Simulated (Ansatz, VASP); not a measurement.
## K2F: VASP beside Ansatz

```
K F
1.0
     5.66910    0.00000    0.00000
    -2.83455    4.90958    0.00000
     0.00000    0.00000    3.93093
K F
2 1
Direct
  0.33333 0.66667 0.50000
  0.66667 0.33333 0.50000
  0.00000 0.00000 0.00000
```

Alike in both runs: functional PBE; k mesh 12 × 12 × 12; occupations gaussian, width 0.1 eV; no spin polarisation.

Ansatz relaxed the structure, and its values are those at the end. VASP's run is a single point on that final structure, the one shown.

```csv
,VASP,Ansatz
version,VASP 6.6.1,Ansatz 0.2.0
potentials or method,"VASP PAW PBE potentials, release 64 (K_sv, F), cutoff 520 eV","scalar-relativistic, plane waves, PAW"
valence electrons in the cell,25,25
```

|  | VASP | Ansatz | Ansatz less VASP |
| --- | --- | --- | --- |
| gap on the k mesh at the Fermi level (eV) | none | none | - |
| pressure (GPa) | -0.1 | 0.0 | +0.06 |

A gap of «none» marks a metal or a gap that the smearing closes. With one functional, cell and mesh, what is left measures potentials, basis and numerics.
